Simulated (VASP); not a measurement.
# Si16H6Cl in VASP: single point with PBEsol

Aim: the single point of Si16H6Cl with PBEsol.

All numbers are computed with VASP 6.6.1; they aren't measurements. Logs are shortened: lines on timing, memory, paths and dates and some standing lists are left out, and cuts for length are marked.

**1. The cell of the first run**

The cell holds a slab with vacuum, 23 atoms: a = 7.679 Å, b = 7.679 Å, c = 19.869 Å, α = 90.00°, β = 90.00°, γ = 60.00°.

**2. Single point, PBEsol, collinear spin**

Contents of INCAR:

```
ALGO = Normal
EDIFF = 1E-6
ENCUT = 520
GGA = PS
ISIF = 2
ISMEAR = -1
ISPIN = 2
LASPH = True
LCHARG = False
LORBIT = 11
LREAL = Auto
LWAVE = False
MAGMOM = 0 0 0 0 0 0 0 0 0 0 0 0 0 0 0 0 0 0 0 0 0 0 1
NBANDS = 60
NELM = 150
PREC = Accurate
SIGMA = 0.05
```

Contents of KPOINTS:

```
k-points
0
Gamma
  2 2 1
```

Contents of POSCAR:

```
Si16H6Cl
1.0
    7.6791800000      0.0000000000      0.0000000000
    3.8395900000      6.6503650000      0.0000000000
    0.0000000000      0.0000000000     19.8687650000
H Si Cl
6 16 1
Direct
    0.1666667000      0.1666667000      0.0503303000
    0.6666667000      0.1666667000      0.0503303000
    0.1666667000      0.6666667000      0.0503303000
    0.6666667000      0.6666667000      0.0503303000
    0.0007367672      0.5004511192      0.3968839771
    0.4992707278      0.4997739805      0.3969056328
    0.1666667000      0.1666667000      0.1258256000
    0.6666667000      0.1666667000      0.1258256000
    0.1666667000      0.6666667000      0.1258256000
    0.6666667000      0.6666667000      0.1258256000
   -0.1668286772      0.3336800348      0.1639232513
    0.3333524403      0.3332611683      0.1636908983
   -0.1669068137      0.8331409100      0.1636168381
    0.3337561707      0.8331428320      0.1636621804
   -0.1678012128      0.3355864707      0.2821174787
    0.3322088219      0.3355780343      0.2817796061
   -0.1659896832      0.8314087298      0.2817946457
    0.3344439210      0.8314114096      0.2818921028
   -0.0003865561      0.0006098805      0.3126105431
    0.4993309976      0.0011867899      0.3186495830
    0.0004989700      0.4993794665      0.3212046197
    0.5000995088      0.4993715311      0.3212204359
    0.4995068851      0.0015343408      0.4238237879
```

Potentials or basis: VASP PAW PBE potentials, release 64 (H, Si, Cl).

Launch:

```
$ cat potpaw_PBE.64/H/POTCAR potpaw_PBE.64/Si/POTCAR potpaw_PBE.64/Cl/POTCAR > POTCAR
$ mpirun -np 1 vasp_std > vasp.out
```

OUTCAR:

```text
EDIFF = 1E-6
   ENCUT = 520
   GGA = PS
   ISIF = 2
   ISMEAR = -1
   ISPIN = 2
   LASPH = True
   LORBIT = 11
   LREAL = Auto
   NELM = 150
   PREC = Accurate

 ion  position               nearest neighbor table
   1  0.167  0.167  0.050-   7 1.50
   2  0.667  0.167  0.050-   8 1.50
   3  0.167  0.667  0.050-   9 1.50
   4  0.667  0.667  0.050-  10 1.50
   5  0.001  0.500  0.397-  21 1.50
   6  0.499  0.500  0.397-  22 1.50
   7  0.167  0.167  0.126-   1 1.50  12 2.34  14 2.34  11 2.34
   8  0.667  0.167  0.126-   2 1.50  12 2.34  13 2.34  11 2.34
   9  0.167  0.667  0.126-   3 1.50  12 2.34  13 2.34  14 2.34
  10  0.667  0.667  0.126-   4 1.50  13 2.34  14 2.34  11 2.34
  11  0.833  0.334  0.164-  10 2.34   7 2.34   8 2.34  15 2.35
  12  0.333  0.333  0.164-   7 2.34   8 2.34   9 2.34  16 2.35
  13  0.833  0.833  0.164-  10 2.34   8 2.34   9 2.34  17 2.35
  14  0.334  0.833  0.164-  10 2.34   7 2.34   9 2.34  18 2.35
  15  0.832  0.336  0.282-  19 2.31  21 2.34  22 2.34  11 2.35
  16  0.332  0.336  0.282-  22 2.34  21 2.34  20 2.34  12 2.35
  17  0.834  0.831  0.282-  19 2.31  21 2.34  20 2.34  13 2.35
  18  0.334  0.831  0.282-  19 2.31  22 2.34  20 2.34  14 2.35
  19  1.000  0.001  0.313-  15 2.31  18 2.31  17 2.31
  20  0.499  0.001  0.319-  23 2.09  16 2.34  18 2.34  17 2.34
  21  0.000  0.499  0.321-   5 1.50  16 2.34  15 2.34  17 2.34
  22  0.500  0.499  0.321-   6 1.50  16 2.34  15 2.34  18 2.34
  23  0.500  0.002  0.424-  20 2.09

  LATTYP: Found a hexagonal cell.
 ALAT       =     7.6791800344
 C/A-ratio  =     2.5873550185

  Lattice vectors:

 A1 = (  -3.8395900000,  -6.6503650000,   0.0000000000)
 A2 = (   7.6791800000,   0.0000000000,   0.0000000000)
 A3 = (   0.0000000000,   0.0000000000,  19.8687650000)

Analysis of symmetry for initial positions (statically):
=====================================================================
 Subroutine PRICEL returns:
 Original cell was already a primitive cell.

 Routine SETGRP: Setting up the symmetry group for a
 hexagonal supercell.

 Subroutine GETGRP returns: Found  1 space group operations
 (whereof  1 operations were pure point group operations)
 out of a pool of 24 trial point group operations.

The static configuration has the point symmetry C_1 .

Analysis of symmetry for dynamics (positions and initial velocities):
[... 182 lines left out ...]
   NGX = 29   NGY = 29   NGZ = 73

 number of electron      77.0000004 magnetization       0.9981232

 Free energy of the ion-electron system (eV)
  ---------------------------------------------------
  ext. energy  EPLUGINS =         0.00000000
  ---------------------------------------------------
  free energy    TOTEN  =      -112.02087108 eV

  energy without entropy =     -112.02012102  energy(sigma->0) =     -112.02049605

 E-fermi :  -0.9995     XC(G=0):  -4.0789

 val. band max:       -1.3253199777   @ k =   0.0000   0.5000   0.0000
 cond. band min:      -0.7222312821   @ k =   0.0000   0.0000   0.0000
 fundamental gap:      0.6030886956
 Fermi energy:        -0.9994508726

 spin component 1

 k-point     1 :       0.0000    0.0000    0.0000
  band No.  band energies     occupation
      1     -17.1180      1.00000
      2     -12.7762      1.00000
      3     -11.6060      1.00000
      4     -10.5937      1.00000
      5     -10.5821      1.00000
      6     -10.5636      1.00000
[... 201 lines left out ...]
     49       2.2910      0.00000
     50       2.4320      0.00000
 Fermi energy:        -0.9994508726

 spin component 2

 k-point     1 :       0.0000    0.0000    0.0000
  band No.  band energies     occupation
      1     -17.1153      1.00000
      2     -12.7306      1.00000
      3     -11.5694      1.00000
      4     -10.5590      1.00000
      5     -10.5381      1.00000
      6     -10.5161      1.00000
[... 201 lines left out ...]
     49       2.3984      0.00000
     50       2.4848      0.00000
 [bands above 50 left out]

------------------------ aborting loop because EDIFF is reached ----------------------------------------

  FORCE on cell =-STRESS in cart. coord.  units (eV):
  Direction    XX          YY          ZZ          XY          YZ          ZX
  --------------------------------------------------------------------------------------
  -------------------------------------------------------------------------------------
  Total        3.5345717      3.4802193      0.7356787      0.0029962     -0.0021771     -0.0004155
  in kB        5.5810533      5.4952315      1.1616294      0.0047309     -0.0034376     -0.0006561
  external PRESSURE =       4.0793047 kB  Pullay stress =       0.0000000 kB

 VOLUME and BASIS-vectors are now :
 -----------------------------------------------------------------------------
  energy-cutoff  :      520.00
  volume of cell :     1014.68
      direct lattice vectors                 reciprocal lattice vectors
     7.679180000  0.000000000  0.000000000     0.130222237 -0.075183843  0.000000000
     3.839590000  6.650365000  0.000000000     0.000000000  0.150367687  0.000000000
     0.000000000  0.000000000 19.868765000     0.000000000  0.000000000  0.050330255

 POSITION                                       TOTAL-FORCE (eV/Angst)
 -----------------------------------------------------------------------------------
      1.91980      1.10839      1.00000        -0.003410     -0.002674     -0.108829
      5.75939      1.10839      1.00000         0.003591     -0.001613     -0.109024
      3.83959      4.43358      1.00000         0.000748      0.005502     -0.113374
      7.67918      4.43358      1.00000        -0.000773      0.000192     -0.153719
      1.92718      3.32818      7.88559        -0.001474     -0.000745      0.007876
      5.75292      3.32368      7.88602         0.000181      0.003426      0.006328
[... 15 lines left out ...]
      5.75774      3.32100      6.38225         0.004551     -0.002619     -0.001156
      3.84169      0.01020      8.42086        -0.001275     -0.001401     -0.052419
 -----------------------------------------------------------------------------------
    total drift:                               -0.001464     -0.001648     -0.016562

  FREE ENERGIE OF THE ION-ELECTRON SYSTEM (eV)
  ---------------------------------------------------
  free  energy   TOTEN  =      -112.0208710834 eV

  energy  without entropy=     -112.0201210211  energy(sigma->0) =     -112.02049605

 total charge

# of ion       s       p       d       tot
------------------------------------------
    1        0.548   0.013   0.000   0.561
    2        0.548   0.013   0.000   0.561
    3        0.548   0.013   0.000   0.561
    4        0.548   0.013   0.000   0.562
    5        0.544   0.013   0.000   0.557
    6        0.544   0.013   0.000   0.557
[... 15 lines left out ...]
   22        0.737   0.979   0.000   1.715
   23        1.593   3.506   0.000   5.099
--------------------------------------------------
tot         16.744  19.005   0.000  35.749

 magnetization (x)

# of ion       s       p       d       tot
------------------------------------------
    1        0.001  -0.000   0.000   0.001
    2        0.001  -0.000   0.000   0.001
    3        0.001  -0.000   0.000   0.001
    4        0.007   0.000   0.000   0.007
    5       -0.000   0.000   0.000  -0.000
    6       -0.000   0.000   0.000  -0.000
[... 15 lines left out ...]
   22        0.001   0.002   0.000   0.003
   23        0.000   0.002   0.000   0.002
--------------------------------------------------
tot          0.059   0.269   0.000   0.328
```

Wall time 18 min (1 thread of Intel Xeon 6975P-C (Granite Rapids), shared host); peak memory 1.5 GiB.

Results:

* Free energy: -112.0209 eV
* Largest force: 0.201 eV/Å
* Band gap on the k mesh: 0.60 eV (least direct gap 0.73 eV)
* Net moment: 1.00 μB per cell
* Site moments: H +0.00, +0.01, -0.00 (each value once); Si -0.00, +0.03, +0.02, +0.00, +0.23 (each value once); Cl +0.00 μB
* Valence electrons inside the program's atomic spheres: H 0.56; Si 1.72, 1.71, 1.68, 1.65 (each value once); Cl 5.10

Forces in eV/Å, atoms in the order of the input:
```
H   -0.003 -0.003 -0.109
H    0.004 -0.002 -0.109
H    0.001  0.006 -0.113
H   -0.001  0.000 -0.154
H   -0.001 -0.001  0.008
H    0.000  0.003  0.006
Si  -0.028 -0.001  0.180
Si   0.027  0.002  0.179
Si   0.001  0.011  0.139
Si  -0.001 -0.020 -0.037
Si  -0.001  0.044 -0.009
Si   0.002  0.007  0.006
Si  -0.036 -0.018 -0.008
Si   0.036 -0.019 -0.005
Si  -0.001  0.039 -0.057
Si  -0.002 -0.010 -0.008
Si  -0.040 -0.021 -0.048
Si   0.038 -0.020 -0.058
Si  -0.003  0.001  0.201
Si   0.007 -0.001  0.056
Si  -0.002  0.006 -0.004
Si   0.005 -0.003 -0.001
Cl  -0.001 -0.001 -0.052
```

Levels at points of the mesh, in eV from the valence-band top:
Spin up:
```
           k point  band 37  band 38  band 39  band 40  band 41  band 42
(0.00, 0.00, 0.00)    -0.18    -0.16    -0.15     1.08     1.11     1.13
(0.50, 0.00, 0.00)    -0.96    -0.89    -0.01     1.58     1.70     2.41
(0.50, 0.50, 0.00)    -0.96    -0.89    -0.01     1.58     1.70     2.41
(0.00, 0.50, 0.00)    -0.94    -0.91     0.00     1.61     1.66     2.39
```
Spin down:
```csv
k point,band 35,band 36,band 37,band 38,band 39,band 40,band 41,band 42
"(0.00, 0.00, 0.00)",-0.78,-0.77,-0.13,-0.13,0.60,1.12,1.16,1.19
"(0.50, 0.00, 0.00)",-1.75,-1.70,-0.91,-0.88,0.81,1.60,1.82,2.44
"(0.50, 0.50, 0.00)",-1.75,-1.70,-0.91,-0.88,0.81,1.60,1.82,2.44
"(0.00, 0.50, 0.00)",-1.76,-1.72,-0.92,-0.86,0.81,1.65,1.74,2.43
```

Caveat: the k points lie up to 0.47 Å⁻¹ apart; there is no dipole correction, which matters where the two faces differ; the PAW data sets were made with another functional, which shifts forces and pressure a little.
